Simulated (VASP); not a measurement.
# YHg (Pm-3m) in VASP: further runs, part 2 of 2

VASP 6.6.1. Earlier steps stand in the parts before.

**5. Single point, LDA, collinear spin**

Contents of INCAR:

```
SYSTEM = YHg
  PREC = Accurate
  ENCUT = 500
  EDIFF = 1E-6
  ISMEAR = -1
  SIGMA = 0.08
  LREAL = .False.
  LASPH = .True.
  NELM = 200
  ALGO = Normal
  ISIF = 2
  LWAVE = .False.
  LCHARG = .False.
  ISPIN = 2
  MAGMOM = 1.2 0
  LORBIT = 11
  NUPDOWN = 1.2
  LMAXMIX = 4
  GGA = CA
  NBANDS = 22
  GGA_COMPAT = .False.
```

Contents of KPOINTS:

```
regular mesh
0
Gamma
  9 9 9
  0 0 0
```

Contents of POSCAR:

```
YHg
1.0
    3.6800000000      0.0000000000      0.0000000000
    0.0000000000      3.6800000000      0.0000000000
    0.0000000000      0.0000000000      3.6800000000
Y Hg
1 1
Direct
    0.5000000000      0.5000000000      0.5000000000
    0.0000000000      0.0000000000      0.0000000000
```

Potentials or basis: VASP PAW LDA potentials, release 64 (Y_sv, Hg).

Run with:

```bash
$ cat potpaw_LDA.64/Y_sv/POTCAR potpaw_LDA.64/Hg/POTCAR > POTCAR
$ mpirun -np 1 vasp_std > vasp.out
```

OUTCAR:

```text
SYSTEM = YHg
   PREC = Accurate
   ENCUT = 500
   EDIFF = 1E-6
   ISMEAR = -1
   LREAL = .False.
   LASPH = .True.
   NELM = 200
   ISIF = 2
   ISPIN = 2
   LORBIT = 11
   NUPDOWN = 1.2
   GGA = CA

 ion  position               nearest neighbor table
   1  0.500  0.500  0.500-   2 3.19   2 3.19   2 3.19   2 3.19   2 3.19   2 3.19   2 3.19   2 3.19

   2  0.000  0.000  0.000-   1 3.19   1 3.19   1 3.19   1 3.19   1 3.19   1 3.19   1 3.19   1 3.19

  LATTYP: Found a simple cubic cell.
 ALAT       =     3.6800000000

  Lattice vectors:

 A1 = (   3.6800000000,   0.0000000000,   0.0000000000)
 A2 = (   0.0000000000,   3.6800000000,   0.0000000000)
 A3 = (   0.0000000000,   0.0000000000,   3.6800000000)

Analysis of symmetry for initial positions (statically):
=====================================================================
 Subroutine PRICEL returns:
 Original cell was already a primitive cell.

 Routine SETGRP: Setting up the symmetry group for a
 simple cubic supercell.

 Subroutine GETGRP returns: Found 48 space group operations
 (whereof 48 operations were pure point group operations)
 out of a pool of 48 trial point group operations.

The static configuration has the point symmetry O_h .

Analysis of symmetry for dynamics (positions and initial velocities):
=====================================================================
 Subroutine PRICEL returns:
 Original cell was already a primitive cell.

 Routine SETGRP: Setting up the symmetry group for a
 simple cubic supercell.

 Subroutine GETGRP returns: Found 48 space group operations
 (whereof 48 operations were pure point group operations)
 out of a pool of 48 trial point group operations.

The dynamic configuration has the point symmetry O_h .

Analysis of structural, dynamic, and magnetic symmetry:
=====================================================================
 Subroutine PRICEL returns:
 Original cell was already a primitive cell.

[... 146 lines left out ...]

 Free energy of the ion-electron system (eV)
  ---------------------------------------------------
  ext. energy  EPLUGINS =         0.00000000
  ---------------------------------------------------
  free energy    TOTEN  =        -8.91596638 eV

  energy without entropy =       -8.88955213  energy(sigma->0) =       -8.90275926

 E-fermi :   3.1728     XC(G=0): -10.8594

 val. band max:        4.4190453531   @ k =   0.4444   0.2222   0.0000
 cond. band min:       3.2092257816   @ k =   0.3333   0.3333   0.2222
 fundamental gap:     -1.2098195715
 Fermi energy:         4.4194358897

 spin component 1

 k-point     1 :       0.0000    0.0000    0.0000
  band No.  band energies     occupation
      1     -38.9091      1.00000
      2     -18.9531      1.00000
      3     -18.9531      1.00000
      4     -18.9531      1.00000
      5      -4.3652      1.00000
      6      -4.0956      1.00000
[... 589 lines left out ...]
     21      14.5602      0.00000
     22      16.8292      0.00000

 [... further k-points ...]

 spin component 2

 k-point     1 :       0.0000    0.0000    0.0000
  band No.  band energies     occupation
      1     -38.6731      1.00000
      2     -18.6720      1.00000
      3     -18.6720      1.00000
      4     -18.6720      1.00000
      5      -4.0073      1.00000
      6      -3.9715      1.00000
[... 589 lines left out ...]
     21      15.0324      0.00000
     22      17.2593      0.00000

 [... further k-points ...]
[... 5 lines left out ...]
  --------------------------------------------------------------------------------------
  -------------------------------------------------------------------------------------
  Total       -0.8537461     -0.8537461     -0.8537461     -0.0000000      0.0000000     -0.0000000
  in kB      -27.4470607    -27.4470607    -27.4470607     -0.0000000      0.0000000     -0.0000000
  external PRESSURE =     -27.4470607 kB  Pullay stress =       0.0000000 kB

 VOLUME and BASIS-vectors are now :
 -----------------------------------------------------------------------------
  energy-cutoff  :      500.00
  volume of cell :       49.84
      direct lattice vectors                 reciprocal lattice vectors
     3.680000000  0.000000000  0.000000000     0.271739130  0.000000000  0.000000000
     0.000000000  3.680000000  0.000000000     0.000000000  0.271739130  0.000000000
     0.000000000  0.000000000  3.680000000     0.000000000  0.000000000  0.271739130

 POSITION                                       TOTAL-FORCE (eV/Angst)
 -----------------------------------------------------------------------------------
      1.84000      1.84000      1.84000         0.000000      0.000000      0.000000
      0.00000      0.00000      0.00000         0.000000      0.000000      0.000000
 -----------------------------------------------------------------------------------
    total drift:                               -0.000000      0.000000      0.000000

  FREE ENERGIE OF THE ION-ELECTRON SYSTEM (eV)
  ---------------------------------------------------
  free  energy   TOTEN  =        -8.9159663850 eV

  energy  without entropy=       -8.8895521269  energy(sigma->0) =       -8.90275926

 total charge

# of ion       s       p       d       f       tot
--------------------------------------------------
    1        2.212   6.278   0.986   0.021   9.497
    2        0.905   0.465   9.227   0.000  10.596
--------------------------------------------------
tot          3.117   6.743  10.213   0.021  20.094

 magnetization (x)

# of ion       s       p       d       f       tot
--------------------------------------------------
    1        0.014   0.117   0.470   0.004   0.605
    2        0.007   0.124   0.032   0.000   0.163
--------------------------------------------------
tot          0.021   0.242   0.502   0.004   0.768
```

OSZICAR:

```text
N       E                     dE             d eps       ncg     rms          rms(c)
DAV:   1     0.138238602799E+03    0.13824E+03   -0.11154E+04  3112   0.972E+02
DAV:   2    -0.282960884181E+01   -0.14107E+03   -0.13414E+03  3566   0.262E+02
DAV:   3    -0.910364096386E+01   -0.62740E+01   -0.61381E+01  4718   0.463E+01
DAV:   4    -0.921391535456E+01   -0.11027E+00   -0.11022E+00  3266   0.486E+00
DAV:   5    -0.921487365281E+01   -0.95830E-03   -0.95827E-03  3734   0.416E-01    0.280E+01
DAV:   6    -0.898027835415E+01    0.23460E+00   -0.60719E-01  3410   0.626E+00    0.167E+01
DAV:   7    -0.891638868272E+01    0.63890E-01   -0.13143E-01  3630   0.205E+00    0.941E+00
DAV:   8    -0.891771911399E+01   -0.13304E-02   -0.43423E-02  4166   0.103E+00    0.154E+00
DAV:   9    -0.891621457175E+01    0.15045E-02   -0.60712E-03  3470   0.475E-01    0.376E-01
DAV:  10    -0.891588665734E+01    0.32791E-03   -0.33750E-03  3518   0.348E-01    0.165E-01
DAV:  11    -0.891597019150E+01   -0.83534E-04   -0.22025E-04  3986   0.807E-02    0.467E-02
DAV:  12    -0.891596727709E+01    0.29144E-05   -0.99128E-06  3588   0.197E-02    0.235E-02
DAV:  13    -0.891596638495E+01    0.89214E-06   -0.30232E-06  3448   0.116E-02
   1 F= -.89159664E+01 E0= -.89027593E+01  d E =-.264143E-01  mag=     1.2000
```

Run time: 40 s. Hardware: 1 thread of Intel Xeon Platinum 8559C (Emerald Rapids), shared host; peak memory 0.2 GiB.

Results:

```
Free energy                                           : -8.9160 eV
Pressure                                              : -2.7 GPa
Net moment                                            : 1.20 μB per cell
Site moments                                          : Y +0.60; Hg +0.16 μB
Valence electrons inside the program's atomic spheres : Y 9.50; Hg 10.60
```

Caveat: spin-orbit coupling is left out, which moves the levels of the heavy elements; the total moment is fixed, so each spin has its own Fermi level.

**6. The runs side by side**

| fixed moment (μB) | pressure (GPa) | moment (μB) |
| --- | --- | --- |
| 0.15 | -3.1 | 0.15 |
| 0.5 | -3.2 | 0.50 |
| 1.2 | -2.7 | 1.20 |

Alike in all rows: task single point; level LDA; potentials or basis VASP PAW LDA potentials, release 64 (Y_sv, Hg); spin collinear; cell as given; k mesh 9 × 9 × 9; cutoff (eV) 500; smearing fermi-dirac 0.08 eV.

Caveats: spin-orbit coupling is left out, which moves the levels of the heavy elements; the total moment is fixed, so each spin has its own Fermi level; the cell stands under tension (at least some runs).

Total energies depend on the potentials used, so only differences within one code and one set of settings carry meaning.
